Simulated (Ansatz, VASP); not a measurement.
ZnS in VASP and in Ansatz

```
CELL_PARAMETERS angstrom
0.00000 2.55177 2.55177
2.55177 0.00000 2.55177
2.55177 2.55177 0.00000
ATOMIC_POSITIONS crystal
Zn 0.00000 0.00000 0.00000
S 0.50000 0.50000 0.50000
```

Alike in both runs: functional PBE; k mesh 15 × 15 × 15; occupations fermi-dirac, width 0.08 eV; no spin polarisation.

Ansatz relaxed the structure, and its values are those at the end. VASP's run is a single point on that final structure, the one shown.

|  | VASP | Ansatz |
| --- | --- | --- |
| version | VASP 6.6.1 | Ansatz 0.2.0 |
| potentials or method | VASP PAW PBE potentials, release 64 (Zn, S) | PAW with Ansatz's default frozen-core files, scalar-relativistic |
| plane-wave cutoff (eV) | 520 | 420 |
| valence electrons in the cell | 18 | 18 |

|  | VASP | Ansatz | Ansatz less VASP |
| --- | --- | --- | --- |
| pressure (GPa) | 0.2 | 0.0 | -0.14 |

The functional is the same, so the differences come from potentials, cutoffs and numerics.
